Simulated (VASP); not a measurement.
# CsCl (Pm-3m) in VASP: settings compared

Aim: see how the results for CsCl move with the level of theory and the settings. Levels: PBE, LDA, r2SCAN. Tasks: single point.

Everything below comes from runs of VASP 6.6.1. Logs are shortened: lines on timing, memory, paths and dates and some standing lists are left out, and cuts for length are marked.

**1. The cell of the first run**

Symmetry: Pm-3m, No. 221, cubic system. Conventional cell: a = 4.141 Å, b = 4.141 Å, c = 4.141 Å, α = 90.00°, β = 90.00°, γ = 90.00°. Within 4.7 Å of Cs (site symmetry m-3m) lie 8 Cl at 3.59 Å and 6 Cs at 4.14 Å. Within 4.7 Å of Cl (site symmetry m-3m) lie 8 Cs at 3.59 Å and 6 Cl at 4.14 Å.

**2. Single point, PBE**

Input file INCAR:

```
  PREC = Accurate
  ENCUT = 500
  EDIFF = 1E-6
  ISMEAR = 0
  SIGMA = 0.01
  LREAL = False
  LASPH = True
  NELM = 120
  ALGO = Normal
  ISIF = 2
  LWAVE = False
  LCHARG = False
  GGA = PE
  NBANDS = 15
  GGA_COMPAT = False
```

Input file KPOINTS:

```
regular mesh
0
Gamma
  6 6 6
```

Input file POSCAR:

```
CsCl
1.0
    4.1406758997      0.0000000000      0.0000000000
    0.0000000000      4.1406758997      0.0000000000
    0.0000000000      0.0000000000      4.1406758997
Cs Cl
1 1
Direct
    0.0000000000      0.0000000000      0.0000000000
    0.5000000000      0.5000000000      0.5000000000
```

Potentials or basis: VASP PAW PBE potentials, release 64 (Cs_sv, Cl).

The run is started by

```bash
> cat potpaw_PBE.64/Cs_sv/POTCAR potpaw_PBE.64/Cl/POTCAR > POTCAR
> mpirun -np 1 vasp_std > vasp.out
```

OUTCAR:

```text
PREC = Accurate
   ENCUT = 500
   EDIFF = 1E-6
   ISMEAR = 0
   LREAL = False
   LASPH = True
   NELM = 120
   ISIF = 2
   GGA = PE

 ion  position               nearest neighbor table
   1  0.000  0.000  0.000-
   2  0.500  0.500  0.500-

  LATTYP: Found a simple cubic cell.
 ALAT       =     4.1406758997

  Lattice vectors:

 A1 = (   4.1406758997,   0.0000000000,   0.0000000000)
 A2 = (   0.0000000000,   4.1406758997,   0.0000000000)
 A3 = (   0.0000000000,   0.0000000000,   4.1406758997)

Analysis of symmetry for initial positions (statically):
=====================================================================
 Subroutine PRICEL returns:
 Original cell was already a primitive cell.

 Routine SETGRP: Setting up the symmetry group for a
 simple cubic supercell.

 Subroutine GETGRP returns: Found 48 space group operations
 (whereof 48 operations were pure point group operations)
 out of a pool of 48 trial point group operations.

The static configuration has the point symmetry O_h .

Analysis of symmetry for dynamics (positions and initial velocities):
=====================================================================
 Subroutine PRICEL returns:
 Original cell was already a primitive cell.

 Routine SETGRP: Setting up the symmetry group for a
 simple cubic supercell.

 Subroutine GETGRP returns: Found 48 space group operations
 (whereof 48 operations were pure point group operations)
 out of a pool of 48 trial point group operations.

The dynamic configuration has the point symmetry O_h .

 Subroutine INISYM returns: Found 48 space group operations
 (whereof 48 operations are pure point group operations),
 and found     1 'primitive' translations

----------------------------------------------------------------------------------------

                                     Primitive cell

  volume of cell :      70.9927

  direct lattice vectors                    reciprocal lattice vectors
     4.140675900  0.000000000  0.000000000     0.241506465  0.000000000  0.000000000
     0.000000000  4.140675900  0.000000000     0.000000000  0.241506465  0.000000000
     0.000000000  0.000000000  4.140675900     0.000000000  0.000000000  0.241506465

  length of vectors
     4.140675900  4.140675900  4.140675900     0.241506465  0.241506465  0.241506465

  position of ions in fractional coordinates (direct lattice)
     0.000000000  0.000000000  0.000000000
     0.500000000  0.500000000  0.500000000

  ion indices of the primitive-cell ions
   primitive index   ion index
                 1           1
                 2           2

----------------------------------------------------------------------------------------

 KPOINTS: regular mesh

Automatic generation of k-mesh.
 Grid dimensions read from file:
 generate k-points for:    6    6    6

 Generating k-lattice:

  Cartesian coordinates                     Fractional coordinates (reciprocal lattice)
     0.040251078  0.000000000  0.000000000     0.166666667  0.000000000  0.000000000
     0.000000000  0.040251078  0.000000000     0.000000000  0.166666667  0.000000000
     0.000000000  0.000000000  0.040251078     0.000000000  0.000000000  0.166666667

  Length of vectors
     0.040251078  0.040251078  0.040251078

  Shift w.r.t. Gamma in fractional coordinates (k-lattice)
     0.000000000  0.000000000  0.000000000

 Subroutine IBZKPT returns following result:
 ===========================================

 Found     20 irreducible k-points:

 Following reciprocal coordinates:
            Coordinates               Weight
  0.000000  0.000000  0.000000      1.000000
  0.166667  0.000000  0.000000      6.000000
  0.333333  0.000000  0.000000      6.000000
  0.500000  0.000000  0.000000      3.000000
  0.166667  0.166667  0.000000     12.000000
  0.333333  0.166667  0.000000     24.000000
[... 12 lines left out ...]
  0.500000  0.500000  0.333333      6.000000
  0.500000  0.500000  0.500000      1.000000
   k-points           NKPTS =     20   k-points in BZ     NKDIM =     20   number of bands    NBANDS=     15
   number of dos      NEDOS =    301   number of ions     NIONS =      2
   total plane-waves  NPLWV =  27000
   dimension x,y,z NGX =    30 NGY =   30 NGZ =   30
   dimension x,y,z NGXF=    60 NGYF=   60 NGZF=   60
   ions per type =               1   1
   NGX,Y,Z   is equivalent  to a cutoff of  12.04, 12.04, 12.04 a.u.
   NGXF,Y,Z  is equivalent  to a cutoff of  24.09, 24.09, 24.09 a.u.
 SYSTEM =  unknown system
   PREC   = accura    normal or accurate (medium, high low for compatibility)
   ISTART =      0    job   : 0-new  1-cont  2-samecut
   ICHARG =      2    charge: 1-file 2-atom 10-const
   ISPIN  =      1    spin polarized calculation?
   LNONCOLLINEAR =      F non collinear calculations
   LSORBIT =      F    spin-orbit coupling
   LASPH  =      T    aspherical Exc in radial PAW
   ENCUT  =  500.0 eV  36.75 Ry    6.06 a.u.   7.55  7.55  7.55*2*pi/ulx,y,z
   NELM   =    120;   NELMIN=  2; NELMDL= -5     # of ELM steps
   EDIFF  = 0.1E-05   stopping-criterion for ELM
   LREAL  =      F    real-space projection
   EDIFFG = 0.1E-04   stopping-criterion for IOM
   NSW    =      0    number of steps for IOM
   IBRION =     -1    ionic relax: 0-MD 1-quasi-New 2-CG
   NFREE  =      0    steps in history (QN), initial steepest desc. (CG)
   ISIF   =      2    stress and relaxation
   ISYM   =      2    0-nonsym 1-usesym 2-fastsym
   POTIM  = 0.5000    time-step for ionic-motion
   TEBEG  =    0.0;   TEEND  =   0.0 temperature during run
   PSTRESS=    0.0 pullay stress
   NELECT =      16.0000    total number of electrons
   NUPDOWN=      -1.0000    fix difference up-down
   EMIN   =  10.00;   EMAX   =-10.00  energy-range for DOS
   EFERMI =   0.00;   METHOD = LEGACY
   ISMEAR =     0;   SIGMA  =   0.01  broadening in eV -4-tet -1-fermi 0-gaus
   EFERMI_NEDOS =   21; number of points for ismear=-14 and -15
   IALGO  =     38    algorithm
   IMIX   =      4    mixing-type and parameters
     AMIX     =   0.40;   BMIX     =  1.00
     AMIX_MAG =   1.60;   BMIX_MAG =  1.00
  volume/ion in A,a.u.               =      35.50       239.54
  Fermi-wavevector in a.u.,A,eV,Ry     =   0.996270  1.882677 13.504508  0.992553
  Thomas-Fermi vector in A             =   2.128347
   LORBIT       =      0    0 simple, 1 ext, 2 COOP (PROOUT), +10 PAW based schemes
   GGA     = PE    functional components
   LHFCALC =     F    Hartree Fock is set to
   AEXX    =    0.0000 exact exchange contribution
   IVDW    =     0    specifies the selected vdW correction
   LEPSILON=     F    determine dielectric tensor
   LRPA    =     F    only Hartree local field effects (RPA)
 non-spin polarized calculation
 Gauss-broadening in eV      SIGMA  =   0.01
  energy-cutoff  :      500.00
  volume of cell :       70.99
 maximum number of plane-waves:      1856
   NGX = 15   NGY = 15   NGZ = 15

 number of electron      15.9999997 magnetization

 Free energy of the ion-electron system (eV)
  ---------------------------------------------------
  ext. energy  EPLUGINS =         0.00000000
  ---------------------------------------------------
  free energy    TOTEN  =        -6.53224818 eV

  energy without entropy =       -6.53224818  energy(sigma->0) =       -6.53224818

 E-fermi :  -0.3280     XC(G=0):  -8.1984

 val. band max:       -0.3832538827   @ k =   0.0000   0.0000   0.0000
 cond. band min:       4.8190091973   @ k =   0.0000   0.0000   0.0000
 fundamental gap:      5.2022630800
 Fermi energy:        -0.3279871137

 k-point     1 :       0.0000    0.0000    0.0000
  band No.  band energies     occupation
      1     -19.7826      2.00000
      2     -12.5437      2.00000
      3      -6.2783      2.00000
      4      -6.2783      2.00000
      5      -6.2783      2.00000
      6      -0.3833      2.00000
      7      -0.3833      2.00000
      8      -0.3833      2.00000
      9       4.8190      0.00000
     10       5.0225      0.00000
     11       5.0225      0.00000
     12       9.5980      0.00000
     13       9.5980      0.00000
     14       9.5980      0.00000
     15      12.7755      0.00000

 k-point     2 :       0.1667    0.0000    0.0000
  band No.  band energies     occupation
      1     -19.7634      2.00000
      2     -12.5526      2.00000
      3      -6.4221      2.00000
      4      -6.2456      2.00000
      5      -6.2456      2.00000
      6      -0.7222      2.00000
      7      -0.4373      2.00000
      8      -0.4373      2.00000
      9       5.2045      0.00000
     10       5.4188      0.00000
     11       5.6779      0.00000
     12       9.3849      0.00000
     13       9.3849      0.00000
     14       9.7517      0.00000
     15      11.3541      0.00000

 k-point     3 :       0.3333    0.0000    0.0000
  band No.  band energies     occupation
      1     -19.7246      2.00000
      2     -12.5729      2.00000
      3      -6.6796      2.00000
      4      -6.1782      2.00000
      5      -6.1782      2.00000
      6      -1.2821      2.00000
      7      -0.5499      2.00000
      8      -0.5499      2.00000
      9       5.6768      0.00000
     10       6.5397      0.00000
     11       7.3353      0.00000
     12       9.1272      0.00000
     13       9.1272      0.00000
     14       9.6627      0.00000
     15      10.1328      0.00000
[... 271 lines left out ...]
 k-point    19 :       0.5000    0.5000    0.3333
  band No.  band energies     occupation
      1     -19.5917      2.00000
      2     -12.4010      2.00000
      3      -6.8550      2.00000
      4      -6.8550      2.00000
      5      -6.6249      2.00000
      6      -1.2882      2.00000
      7      -1.2882      2.00000
      8      -1.2295      2.00000
      9       7.4094      0.00000
     10       7.8712      0.00000
     11       7.8712      0.00000
     12       8.3028      0.00000
     13      10.4646      0.00000
     14      10.4646      0.00000
     15      11.9106      0.00000

 k-point    20 :       0.5000    0.5000    0.5000
  band No.  band energies     occupation
      1     -19.5759      2.00000
      2     -12.3814      2.00000
      3      -6.7947      2.00000
      4      -6.7947      2.00000
      5      -6.7947      2.00000
      6      -1.4477      2.00000
      7      -1.4477      2.00000
      8      -1.4477      2.00000
      9       8.0552      0.00000
     10       8.0552      0.00000
     11       8.0552      0.00000
     12      10.0708      0.00000
     13      10.0708      0.00000
     14      10.0708      0.00000
     15      11.9669      0.00000

------------------------ aborting loop because EDIFF is reached ----------------------------------------

  FORCE on cell =-STRESS in cart. coord.  units (eV):
  Direction    XX          YY          ZZ          XY          YZ          ZX
  --------------------------------------------------------------------------------------
  -------------------------------------------------------------------------------------
  Total        0.3445293      0.3445293      0.3445293     -0.0000000      0.0000000     -0.0000000
  in kB        7.7754062      7.7754062      7.7754062     -0.0000000      0.0000000     -0.0000000
  external PRESSURE =       7.7754062 kB  Pullay stress =       0.0000000 kB

 VOLUME and BASIS-vectors are now :
 -----------------------------------------------------------------------------
  energy-cutoff  :      500.00
  volume of cell :       70.99
      direct lattice vectors                 reciprocal lattice vectors
     4.140675900  0.000000000  0.000000000     0.241506465  0.000000000  0.000000000
     0.000000000  4.140675900  0.000000000     0.000000000  0.241506465  0.000000000
     0.000000000  0.000000000  4.140675900     0.000000000  0.000000000  0.241506465

 POSITION                                       TOTAL-FORCE (eV/Angst)
 -----------------------------------------------------------------------------------
      0.00000      0.00000      0.00000         0.000000      0.000000      0.000000
      2.07034      2.07034      2.07034         0.000000      0.000000      0.000000
 -----------------------------------------------------------------------------------
    total drift:                                0.000000      0.000000      0.000000

  FREE ENERGIE OF THE ION-ELECTRON SYSTEM (eV)
  ---------------------------------------------------
  free  energy   TOTEN  =        -6.5322481842 eV

  energy  without entropy=       -6.5322481842  energy(sigma->0) =       -6.53224818
```

It took 8.9 s on 1 thread of AMD EPYC 9R45 (Zen 5), shared host; peak memory 0.14 GiB.

What came out:

```yaml
Free_energy: -6.5322 eV
Pressure: 0.8 GPa
Band_gap_on_the_k_mesh: 5.20 eV, direct
```

Caveat: spin-orbit coupling is left out, which moves the levels of the heavy elements.

[end of part 1 of 2]
